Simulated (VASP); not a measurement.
# TiGeSe4 (P-3m1) in VASP: notebook, part 2 of 2

VASP 6.6.1. The steps go on from the part before.

## (3) Single point, PBE, collinear spin, ferromagnetic start

This run uses another cell than the first one, of 24.77 Å³/atom, 1.005 times its volume.

File INCAR:

```
PREC = Accurate ; ENCUT = 520
EDIFF = 1E-6 ; ISMEAR = 0
SIGMA = 0.1 ; LREAL = False
LASPH = True ; NELM = 150
ALGO = Normal ; ISIF = 2
LWAVE = False ; LCHARG = False
ISPIN = 2 ; MAGMOM = 1 0 0 0 0 0
LORBIT = 11 ; LMAXMIX = 4
GGA = PE ; NBANDS = 38
```

File KPOINTS:

```
regular mesh
0
Gamma
  6 6 2
```

File POSCAR:

```
TiGeSe4
1.0
    3.5884316007      0.0000000029      0.0000000000
   -1.7942158029      3.1076729245      0.0000000000
    0.0000000000      0.0000000000     13.3259613210
Ti Ge Se
1 1 4
Direct
    0.0000000000      0.0000000000      0.0000000000
    0.0000000000      0.0000000000      0.5000000000
    0.6666666667      0.3333333333      0.8851970934
    0.6666666667      0.3333333333      0.3853530120
    0.3333333333      0.6666666667      0.6146469880
    0.3333333333      0.6666666667      0.1148029066
```

Potentials or basis: VASP PAW PBE potentials, release 64 (Ti_sv, Ge_d, Se).

Run with:

```console
cat potpaw_PBE.64/Ti_sv/POTCAR potpaw_PBE.64/Ge_d/POTCAR potpaw_PBE.64/Se/POTCAR > POTCAR
mpirun -np 1 vasp_std > vasp.out
```

OUTCAR:

```text
PREC = Accurate
   ENCUT = 520
   EDIFF = 1E-6
   ISMEAR = 0
   LREAL = False
   LASPH = True
   NELM = 150
   ISIF = 2
   ISPIN = 2
   LORBIT = 11
   GGA = PE

 ion  position               nearest neighbor table
   1  0.000  0.000  0.000-   3 2.58   6 2.58   3 2.58   6 2.58   3 2.58   6 2.58
   2  0.000  0.000  0.500-   4 2.57   5 2.57   4 2.57   5 2.57   4 2.57   5 2.57
   3  0.667  0.333  0.885-   1 2.58   1 2.58   1 2.58
   4  0.667  0.333  0.385-   2 2.57   2 2.57   2 2.57
   5  0.333  0.667  0.615-   2 2.57   2 2.57   2 2.57
   6  0.333  0.667  0.115-   1 2.58   1 2.58   1 2.58

  LATTYP: Found a hexagonal cell.
 ALAT       =     3.5884316007
 C/A-ratio  =     3.7135893348

  Lattice vectors:

 A1 = (   3.5884316007,   0.0000000029,   0.0000000000)
 A2 = (  -1.7942158029,   3.1076729245,   0.0000000000)
 A3 = (   0.0000000000,   0.0000000000,  13.3259613210)

Analysis of symmetry for initial positions (statically):
=====================================================================
 Subroutine PRICEL returns:
 Original cell was already a primitive cell.

 Routine SETGRP: Setting up the symmetry group for a
 hexagonal supercell.

 Subroutine GETGRP returns: Found 12 space group operations
 (whereof 12 operations were pure point group operations)
 out of a pool of 24 trial point group operations.

The static configuration has the point symmetry D_3d.

Analysis of symmetry for dynamics (positions and initial velocities):
=====================================================================
 Subroutine PRICEL returns:
 Original cell was already a primitive cell.

 Routine SETGRP: Setting up the symmetry group for a
 hexagonal supercell.

 Subroutine GETGRP returns: Found 12 space group operations
 (whereof 12 operations were pure point group operations)
 out of a pool of 24 trial point group operations.

The dynamic configuration has the point symmetry D_3d.

Analysis of structural, dynamic, and magnetic symmetry:
=====================================================================
 Subroutine PRICEL returns:
 Original cell was already a primitive cell.

 Routine SETGRP: Setting up the symmetry group for a
 hexagonal supercell.

 Subroutine GETGRP returns: Found 12 space group operations
 (whereof 12 operations were pure point group operations)
 out of a pool of 24 trial point group operations.

The overall configuration has the point symmetry D_3d.

 Subroutine INISYM returns: Found 12 space group operations
 (whereof 12 operations are pure point group operations),
 and found     1 'primitive' translations

----------------------------------------------------------------------------------------

                                     Primitive cell

  volume of cell :     148.6067

  direct lattice vectors                    reciprocal lattice vectors
     3.588431601  0.000000003  0.000000000     0.278673279  0.160892093  0.000000000
    -1.794215803  3.107672925  0.000000000    -0.000000000  0.321784185  0.000000000
     0.000000000  0.000000000 13.325961321     0.000000000  0.000000000  0.075041491

[... 83 lines left out ...]
   NSW    =      0    number of steps for IOM
   IBRION =     -1    ionic relax: 0-MD 1-quasi-New 2-CG
   NFREE  =      0    steps in history (QN), initial steepest desc. (CG)
   ISIF   =      2    stress and relaxation
   ISYM   =      2    0-nonsym 1-usesym 2-fastsym
   POTIM  = 0.5000    time-step for ionic-motion
   TEBEG  =    0.0;   TEEND  =   0.0 temperature during run
   PSTRESS=    0.0 pullay stress
   NELECT =      50.0000    total number of electrons
   NUPDOWN=      -1.0000    fix difference up-down
   EMIN   =  10.00;   EMAX   =-10.00  energy-range for DOS
   EFERMI =   0.00;   METHOD = LEGACY
   ISMEAR =     0;   SIGMA  =   0.10  broadening in eV -4-tet -1-fermi 0-gaus
   EFERMI_NEDOS =   21; number of points for ismear=-14 and -15
   IALGO  =     38    algorithm
   IMIX   =      4    mixing-type and parameters
     AMIX     =   0.40;   BMIX     =  1.00
     AMIX_MAG =   1.60;   BMIX_MAG =  1.00
  volume/ion in A,a.u.               =      24.77       167.14
  Fermi-wavevector in a.u.,A,eV,Ry     =   1.138637  2.151712 17.639877  1.296494
  Thomas-Fermi vector in A             =   2.275341
   LORBIT       =     11    0 simple, 1 ext, 2 COOP (PROOUT), +10 PAW based schemes
   GGA     = PE    functional components
   LHFCALC =     F    Hartree Fock is set to
   AEXX    =    0.0000 exact exchange contribution
   IVDW    =     0    specifies the selected vdW correction
   LEPSILON=     F    determine dielectric tensor
   LRPA    =     F    only Hartree local field effects (RPA)
 spin polarized calculation
 Gauss-broadening in eV      SIGMA  =   0.10
  energy-cutoff  :      520.00
  volume of cell :      148.61
 maximum number of plane-waves:      4045
 NGX is ok and might be reduce to    28
   NGX = 13   NGY = 13   NGZ = 49

 number of electron      49.9999985 magnetization       0.0028924

 number of electron      49.9999985 magnetization      -0.0000886

 Free energy of the ion-electron system (eV)
  ---------------------------------------------------
  ext. energy  EPLUGINS =         0.00000000
  ---------------------------------------------------
  free energy    TOTEN  =       -30.07535216 eV

  energy without entropy =      -30.06014919  energy(sigma->0) =      -30.06775067

 E-fermi :   3.3254     XC(G=0):  -9.2386

 val. band max:        3.3213051710   @ k =   0.5000   0.0000   0.5000
 cond. band min:       3.4381167002   @ k =   0.5000   0.0000   0.0000
 fundamental gap:      0.1168115292
 Fermi energy:         3.3253595038

 spin component 1

 k-point     1 :       0.0000    0.0000    0.0000
  band No.  band energies     occupation
      1     -54.4280      1.00000
      2     -30.6476      1.00000
      3     -30.6311      1.00000
      4     -30.6311      1.00000
      5     -21.4565      1.00000
      6     -21.4565      1.00000
[... 549 lines left out ...]
     36      10.8125      0.00000
     37      10.8125      0.00000
 Fermi energy:         3.3253595038

 spin component 2

 k-point     1 :       0.0000    0.0000    0.0000
  band No.  band energies     occupation
      1     -54.4273      1.00000
      2     -30.6468      1.00000
      3     -30.6304      1.00000
      4     -30.6304      1.00000
      5     -21.4565      1.00000
      6     -21.4565      1.00000
[... 549 lines left out ...]
     36      10.8129      0.00000
     37      10.8129      0.00000
 [bands above 37 left out]

------------------------ aborting loop because EDIFF is reached ----------------------------------------

  FORCE on cell =-STRESS in cart. coord.  units (eV):
  Direction    XX          YY          ZZ          XY          YZ          ZX
  --------------------------------------------------------------------------------------
  -------------------------------------------------------------------------------------
  Total        0.1434734      0.1434734      0.2444365     -0.0000000      0.0000000      0.0000000
  in kB        1.5468329      1.5468329      2.6353486     -0.0000000      0.0000000      0.0000000
  external PRESSURE =       1.9096715 kB  Pullay stress =       0.0000000 kB

 VOLUME and BASIS-vectors are now :
 -----------------------------------------------------------------------------
  energy-cutoff  :      520.00
  volume of cell :      148.61
      direct lattice vectors                 reciprocal lattice vectors
     3.588431601  0.000000003  0.000000000     0.278673279  0.160892093  0.000000000
    -1.794215803  3.107672925  0.000000000    -0.000000000  0.321784185  0.000000000
     0.000000000  0.000000000 13.325961321     0.000000000  0.000000000  0.075041491

 POSITION                                       TOTAL-FORCE (eV/Angst)
 -----------------------------------------------------------------------------------
      0.00000      0.00000      0.00000        -0.000000     -0.000000      0.000000
      0.00000      0.00000      6.66298        -0.000000     -0.000000      0.000000
      1.79422      1.03589     11.79610        -0.000000     -0.000000     -0.029606
      1.79422      1.03589      5.13520        -0.000000      0.000000     -0.021243
     -0.00000      2.07178      8.19076         0.000000     -0.000000      0.021243
     -0.00000      2.07178      1.52986        -0.000000      0.000000      0.029606
 -----------------------------------------------------------------------------------
    total drift:                               -0.000000     -0.000000      0.000000

  FREE ENERGIE OF THE ION-ELECTRON SYSTEM (eV)
  ---------------------------------------------------
  free  energy   TOTEN  =       -30.0753521590 eV

  energy  without entropy=      -30.0601491882  energy(sigma->0) =      -30.06775067

 total charge

# of ion       s       p       d       tot
------------------------------------------
    1        2.177   6.153   1.795  10.125
    2        1.090   1.008  10.112  12.211
    3        1.471   2.349   0.030   3.851
    4        1.489   2.280   0.034   3.803
    5        1.489   2.280   0.034   3.803
    6        1.471   2.349   0.030   3.851
--------------------------------------------------
tot          9.187  16.419  12.036  37.643

 magnetization (x)

# of ion       s       p       d       tot
------------------------------------------
    1        0.000   0.000   0.000   0.000
    2       -0.000   0.000  -0.000  -0.000
    3       -0.000  -0.000   0.000  -0.000
    4       -0.000  -0.000  -0.000  -0.000
    5       -0.000  -0.000  -0.000  -0.000
    6       -0.000  -0.000   0.000  -0.000
--------------------------------------------------
tot         -0.000  -0.000   0.000  -0.000
```

Run time: 4.5 min. Hardware: 1 thread of Intel Xeon 6975P-C, shared host; peak memory 0.39 GiB.

Results:

```
Free energy                                           : -30.0754 eV
Pressure                                              : 0.2 GPa
Largest force                                         : 0.030 eV/Å
Band gap on the k mesh                                : zero (filled and empty bands overlap)
Net moment                                            : 0.00 μB per cell
Valence electrons inside the program's atomic spheres : Ti 10.12; Ge 12.21; Se 3.85, 3.80
```

Forces in eV/Å, atoms in the order of the input:
```
Ti   0.000  0.000  0.000
Ge   0.000  0.000  0.000
Se   0.000  0.000 -0.030
Se   0.000  0.000 -0.021
Se   0.000  0.000  0.021
Se   0.000  0.000  0.030
```

Stress tensor (GPa, compression positive):
```
0.15 0.00 0.00
0.00 0.15 0.00
0.00 0.00 0.26
```

Levels at points of the mesh, in eV from the Fermi level:
Spin up:
```csv
k point,band 22,band 23,band 24,band 25,band 26,band 27,band 28,band 29
"(0.00, 0.00, 0.00)",-0.14,-0.14,0.31,0.31,0.38,0.38,0.69,1.44
"(0.50, 0.00, 0.00)",-1.79,-1.31,-1.19,-0.57,-0.21,0.11,1.21,1.55
"(0.00, 0.00, 0.50)",-0.14,-0.14,0.31,0.31,0.38,0.38,0.89,1.44
"(0.50, 0.00, 0.50)",-1.92,-1.28,-1.19,-0.57,-0.05,0.00,1.21,1.55
```
Spin down:
| k point | band 23 | band 24 | band 25 | band 26 | band 27 | band 28 |
| --- | --- | --- | --- | --- | --- | --- |
| (0.00, 0.00, 0.00) | -0.14 | 0.31 | 0.31 | 0.38 | 0.38 | 0.69 |
| (0.50, 0.00, 0.00) | -1.31 | -1.19 | -0.57 | -0.21 | 0.11 | 1.21 |
| (0.00, 0.00, 0.50) | -0.14 | 0.31 | 0.31 | 0.38 | 0.38 | 0.89 |
| (0.50, 0.00, 0.50) | -1.28 | -1.19 | -0.57 | -0.05 | 0.00 | 1.21 |

Caveat: this functional lacks dispersion, which binds the layers, so the pressure and a relaxed spacing across them are unreliable.
